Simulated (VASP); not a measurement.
# HgTe (Fm-3m) in VASP: a series of runs, part 3 of 3

VASP 6.6.1. The steps go on from the part before.

## 5. Single point, r2SCAN

This run uses another cell than the first one, of 32.16 Å³/atom, 1.064 times its volume.

Input file POSCAR:

```
HgTe
1.0
    0.0000000000      3.1800000000      3.1800000000
    3.1800000000      0.0000000000      3.1800000000
    3.1800000000      3.1800000000      0.0000000000
Hg Te
1 1
Direct
    0.0000000000      0.0000000000      0.0000000000
    0.5000000000      0.5000000000      0.5000000000
```

Input file INCAR.step1:

```
SYSTEM = HgTe
PREC = Accurate
ENCUT = 520
ISMEAR = -1
SIGMA = 0.05
LREAL = .FALSE.
LASPH = .TRUE.
NELM = 60
NBANDS = 16
GGA = PE
ALGO = Normal
EDIFF = 1E-4
LWAVE = .TRUE.
LCHARG = .FALSE.
```

Input file INCAR.step2:

```
SYSTEM = HgTe
PREC = Accurate
ENCUT = 520
EDIFF = 1E-7
ISMEAR = -1
SIGMA = 0.05
LREAL = .FALSE.
LASPH = .TRUE.
NELM = 60
ALGO = Normal
ISIF = 2
LWAVE = .FALSE.
LCHARG = .FALSE.
METAGGA = R2SCAN
LMIXTAU = .TRUE.
NBANDS = 16
ISTART = 1
```

Input file KPOINTS:

```
regular mesh
0
G
  7 7 7
  0 0 0
```

Potentials or basis: VASP PAW PBE potentials, release 64 (Hg, Te).

Command:

```console
> cat potpaw_PBE.64/Hg/POTCAR potpaw_PBE.64/Te/POTCAR > POTCAR
> cp INCAR.step1 INCAR
> mpirun -np 1 vasp_std > vasp.out
> cp INCAR.step2 INCAR
> mpirun -np 1 vasp_std > vasp.out
```

OUTCAR:

```text
SYSTEM = HgTe
   PREC = Accurate
   ENCUT = 520
   EDIFF = 1E-7
   ISMEAR = -1
   LREAL = .FALSE.
   LASPH = .TRUE.
   NELM = 60
   ISIF = 2
   METAGGA = R2SCAN
   ISTART = 1

 ion  position               nearest neighbor table
   1  0.000  0.000  0.000-   2 3.18   2 3.18   2 3.18   2 3.18   2 3.18   2 3.18
   2  0.500  0.500  0.500-   1 3.18   1 3.18   1 3.18   1 3.18   1 3.18   1 3.18

  LATTYP: Found a face centered cubic cell.
 ALAT       =     6.3600000000

  Lattice vectors:

 A1 = (   0.0000000000,   3.1800000000,   3.1800000000)
 A2 = (   3.1800000000,   0.0000000000,   3.1800000000)
 A3 = (   3.1800000000,   3.1800000000,   0.0000000000)

Analysis of symmetry for initial positions (statically):
=====================================================================
 Subroutine PRICEL returns:
 Original cell was already a primitive cell.

 Routine SETGRP: Setting up the symmetry group for a
 face centered cubic supercell.

 Subroutine GETGRP returns: Found 48 space group operations
 (whereof 48 operations were pure point group operations)
 out of a pool of 48 trial point group operations.

The static configuration has the point symmetry O_h .

Analysis of symmetry for dynamics (positions and initial velocities):
=====================================================================
 Subroutine PRICEL returns:
 Original cell was already a primitive cell.

 Routine SETGRP: Setting up the symmetry group for a
 face centered cubic supercell.

 Subroutine GETGRP returns: Found 48 space group operations
 (whereof 48 operations were pure point group operations)
 out of a pool of 48 trial point group operations.

The dynamic configuration has the point symmetry O_h .

 Subroutine INISYM returns: Found 48 space group operations
[... 105 lines left out ...]
   EMIN   =  10.00;   EMAX   =-10.00  energy-range for DOS
   EFERMI =   0.00;   METHOD = LEGACY
   ISMEAR =    -1;   SIGMA  =   0.05  broadening in eV -4-tet -1-fermi 0-gaus
   EFERMI_NEDOS =   21; number of points for ismear=-14 and -15
   IALGO  =     38    algorithm
   IMIX   =      4    mixing-type and parameters
     AMIX     =   0.40;   BMIX     =  1.00
     AMIX_MAG =   1.60;   BMIX_MAG =  1.00
  volume/ion in A,a.u.               =      32.16       217.01
  Fermi-wavevector in a.u.,A,eV,Ry     =   1.070850  2.023613 15.602062  1.146719
  Thomas-Fermi vector in A             =   2.206572
   LORBIT       =      0    0 simple, 1 ext, 2 COOP (PROOUT), +10 PAW based schemes
   METAGGA = R2SCAN    functional components
   LHFCALC =     F    Hartree Fock is set to
   AEXX    =    0.0000 exact exchange contribution
   IVDW    =     0    specifies the selected vdW correction
   LEPSILON=     F    determine dielectric tensor
   LRPA    =     F    only Hartree local field effects (RPA)
 non-spin polarized calculation
  energy-cutoff  :      520.00
  volume of cell :       64.31
 maximum number of plane-waves:      1759
 NGX is ok and might be reduce to    36
   NGX = 17   NGY = 17   NGZ = 17

 number of electron      17.9999998 magnetization

 Free energy of the ion-electron system (eV)
  ---------------------------------------------------
  ext. energy  EPLUGINS =         0.00000000
  ---------------------------------------------------
  free energy    TOTEN  =       -74.74579608 eV

  energy without entropy =      -74.73751731  energy(sigma->0) =      -74.74165670

 E-fermi :   2.8783     XC(G=0):  -9.7944

 val. band max:        2.8519080515   @ k =  -0.1429   0.1429   0.0000
 cond. band min:       2.9694990571   @ k =   0.4286   0.0000   0.0000
 fundamental gap:      0.1175910055
 Fermi energy:         2.8783280805

 k-point     1 :       0.0000    0.0000    0.0000
  band No.  band energies     occupation
      1      -8.7685      2.00000
      2      -3.6858      2.00000
      3      -3.6858      2.00000
      4      -3.6319      2.00000
      5      -3.6319      2.00000
      6      -3.6319      2.00000
[... 357 lines left out ...]
      3      -3.6645      2.00000
      4      -3.6025      2.00000
      5      -3.4776      2.00000
      6      -3.2323      2.00000
[... 8 lines left out ...]
     15      13.5335      0.00000
     16      15.6429      0.00000

------------------------ aborting loop because EDIFF is reached ----------------------------------------

  FORCE on cell =-STRESS in cart. coord.  units (eV):
  Direction    XX          YY          ZZ          XY          YZ          ZX
  --------------------------------------------------------------------------------------
  -------------------------------------------------------------------------------------
  Total       -1.9587288     -1.9587288     -1.9587288     -0.0000000      0.0000000      0.0000000
  in kB      -48.7947994    -48.7947994    -48.7947994     -0.0000000      0.0000000      0.0000000
  external PRESSURE =     -48.7947994 kB  Pullay stress =       0.0000000 kB

 VOLUME and BASIS-vectors are now :
 -----------------------------------------------------------------------------
  energy-cutoff  :      520.00
  volume of cell :       64.31
      direct lattice vectors                 reciprocal lattice vectors
     0.000000000  3.180000000  3.180000000    -0.157232704  0.157232704  0.157232704
     3.180000000  0.000000000  3.180000000     0.157232704 -0.157232704  0.157232704
     3.180000000  3.180000000  0.000000000     0.157232704  0.157232704 -0.157232704

 POSITION                                       TOTAL-FORCE (eV/Angst)
 -----------------------------------------------------------------------------------
      0.00000      0.00000      0.00000        -0.000000      0.000000     -0.000000
      3.18000      3.18000      3.18000         0.000000     -0.000000      0.000000
 -----------------------------------------------------------------------------------
    total drift:                               -0.000000      0.000000      0.000000

  FREE ENERGIE OF THE ION-ELECTRON SYSTEM (eV)
  ---------------------------------------------------
  free  energy   TOTEN  =       -74.7457960815 eV

  energy  without entropy=      -74.7375173104  energy(sigma->0) =      -74.74165670
```

OUTCAR.step1:

```text
SYSTEM = HgTe
   PREC = Accurate
   ENCUT = 520
   ISMEAR = -1
   LREAL = .FALSE.
   LASPH = .TRUE.
[... 594 lines left out ...]
      0.00000      0.00000      0.00000         0.000000      0.000000     -0.000000
      3.18000      3.18000      3.18000         0.000000      0.000000      0.000000
 -----------------------------------------------------------------------------------
    total drift:                               -0.000000      0.000000      0.000000

  FREE ENERGIE OF THE ION-ELECTRON SYSTEM (eV)
  ---------------------------------------------------
  free  energy   TOTEN  =        -3.2827429747 eV

  energy  without entropy=       -3.2742226117  energy(sigma->0) =       -3.27848279
```

OSZICAR.step1:

```text
N       E                     dE             d eps       ncg     rms          rms(c)
DAV:   1     0.101441285169E+03    0.10144E+03   -0.79847E+03   640   0.980E+02
DAV:   2    -0.452594597614E-01   -0.10149E+03   -0.94040E+02   736   0.220E+02
DAV:   3    -0.343930134152E+01   -0.33940E+01   -0.33843E+01   800   0.425E+01
DAV:   4    -0.346531833098E+01   -0.26017E-01   -0.26016E-01   912   0.337E+00
DAV:   5    -0.346550685097E+01   -0.18852E-03   -0.18852E-03   824   0.218E-01    0.518E+00
DAV:   6    -0.328632757512E+01    0.17918E+00   -0.37476E-01   752   0.704E+00    0.429E+00
DAV:   7    -0.328311857295E+01    0.32090E-02   -0.49762E-02   736   0.150E+00    0.181E+00
DAV:   8    -0.328271080604E+01    0.40777E-03   -0.39879E-03   760   0.667E-01    0.343E-01
DAV:   9    -0.328274297468E+01   -0.32169E-04   -0.42984E-04   800   0.178E-01
   1 F= -.32827430E+01 E0= -.32784828E+01  d E =-.852036E-02
```

It took 78 s on 1 thread of Intel Xeon Platinum 8259CL at 2.50GHz (Skylake/Cascade Lake), shared host; peak memory 0.22 GiB.

What came out:

```yaml
Free_energy: -74.7458 eV
Pressure: -4.9 GPa
Band_gap_on_the_k_mesh: zero (band 9 reaches 3.02 eV, above the bottom of band 10 at 1.06 eV)
```

Caveat: the PAW data sets were made with another functional, which shifts forces and pressure a little; spin-orbit coupling is left out, which moves the levels of the heavy elements.

## 6. Single point, r2SCAN

This run uses another cell than the first one, of 32.80 Å³/atom, 1.085 times its volume.

Input file POSCAR:

```
HgTe
1.0
    0.0000000000      3.2010602164      3.2010602164
    3.2010602164      0.0000000000      3.2010602164
    3.2010602164      3.2010602164      0.0000000000
Hg Te
1 1
Direct
    0.0000000000      0.0000000000      0.0000000000
    0.5000000000      0.5000000000      0.5000000000
```

Input file INCAR.step1:

```
PREC = Accurate
ENCUT = 520
ISMEAR = -1
SIGMA = 0.05
LREAL = False
LASPH = True
NELM = 80
NBANDS = 16
GGA = PE
ALGO = Normal
EDIFF = 1E-4
LWAVE = True
LCHARG = False
```

Input file INCAR.step2:

```
PREC = Accurate
ENCUT = 520
EDIFF = 1E-7
ISMEAR = -1
SIGMA = 0.05
LREAL = False
LASPH = True
NELM = 80
ALGO = Normal
ISIF = 2
LWAVE = False
LCHARG = False
METAGGA = R2SCAN
LMIXTAU = True
NBANDS = 16
ISTART = 1
```

Input file KPOINTS:

```
Automatic mesh
0
Gamma
  7 7 7
```

Potentials or basis: VASP PAW PBE potentials, release 64 (Hg, Te).

Command:

```console
> cat potpaw_PBE.64/Hg/POTCAR potpaw_PBE.64/Te/POTCAR > POTCAR
> cp INCAR.step1 INCAR
> mpirun -np 1 vasp_std > vasp.out
> cp INCAR.step2 INCAR
> mpirun -np 1 vasp_std > vasp.out
```

Run time: 77 s. Hardware: 1 thread of Intel Xeon Platinum 8259CL at 2.50GHz (Skylake/Cascade Lake), shared host; peak memory 0.22 GiB.

The run converged. Its results:

| Property | Result |
| --- | --- |
| Free energy | -74.7050 eV |
| Pressure | -5.3 GPa |
| Band gap on the k mesh | zero (band 9 reaches 2.82 eV, above the bottom of band 10 at 0.93 eV) |

Levels at points of the mesh, in eV from the Fermi level:
| k point | band 6 | band 7 | band 8 | band 9 | band 10 | band 11 | band 12 | band 13 |
| --- | --- | --- | --- | --- | --- | --- | --- | --- |
| (0.00, 0.00, 0.00) | -6.45 | -1.17 | -0.57 | -0.57 | -0.57 | 7.93 | 7.93 | 7.93 |

Caveat: the PAW data sets were made with another functional, which shifts forces and pressure a little; spin-orbit coupling is left out, which moves the levels of the heavy elements.

## 7. The runs side by side

```tsv
cell	gap on the mesh (eV)	pressure (GPa)
a = 4.405 Å, angles 60.0°, 2 atoms	none	-3.0
a = 4.436 Å, angles 60.0°, 2 atoms	none	-3.7
a = 4.467 Å, angles 60.0°, 2 atoms	none	-4.3
a = 4.497 Å, angles 60.0°, 2 atoms	none	-4.9
a = 4.527 Å, angles 60.0°, 2 atoms	none	-5.3
```

Alike in all rows: task single point; level r2SCAN; potentials or basis VASP PAW PBE potentials, release 64 (Hg, Te); no spin polarisation; k mesh 7 × 7 × 7; cutoff (eV) 520; smearing fermi-dirac 0.05 eV.

Caveats: the PAW data sets were made with another functional, which shifts forces and pressure a little; spin-orbit coupling is left out, which moves the levels of the heavy elements.

Total energies depend on the potentials used, so only differences within one code and one set of settings carry meaning.
